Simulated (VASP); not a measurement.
Runs of VASP 6.6.1 on Cr. The structure is that of space group Pm-3m (No. 221), or close to it. The cells are those of the table. 

```tsv
cell	k mesh	smearing	gap on the mesh (eV)	pressure (GPa)	moment (μB)
a = 3.310 Å, angles 60.0°, 2 atoms	13 × 13 × 13	fermi-dirac 0.05 eV	none	-0.4	0.00
a = 3.219 Å, angles 60.0°, 2 atoms	13 × 13 × 13	fermi-dirac 0.05 eV	none	(a)	0.00
a = 3.310 Å, angles 60.0°, 2 atoms	6 × 6 × 6	fermi-dirac 0.1 eV	none	(b)	0.00
a = 3.396 Å, angles 60.0°, 2 atoms	13 × 13 × 13	fermi-dirac 0.05 eV	none	-12.8	0.00
a = 3.265 Å, angles 60.0°, 2 atoms	13 × 13 × 13	fermi-dirac 0.05 eV	none	7.9	0.00
a = 3.353 Å, angles 60.0°, 2 atoms	13 × 13 × 13	fermi-dirac 0.05 eV	none	(c)	0.00
a = 3.172 Å, angles 60.0°, 2 atoms	13 × 13 × 13	fermi-dirac 0.05 eV	none	31.1	0.00
a = 3.437 Å, angles 60.0°, 2 atoms	13 × 13 × 13	fermi-dirac 0.05 eV	none	-17.2	0.00
a = 3.310 Å, angles 60.0°, 2 atoms	12 × 12 × 12	fermi-dirac 0.05 eV	none	0.0	0.00
```

Alike in all rows: task single point; level PBE; potentials or basis VASP PAW PBE potentials, release 64 (Cr_pv); spin collinear, antiferromagnetic start; cutoff (eV) 520.

Q: Fill in the values left out.

A: (a) 18.3; (b) 0.5; (c) -7.2.

Caveats: some runs use coarse meshes.

A gap of «none» marks levels without a gap at the run's occupations.
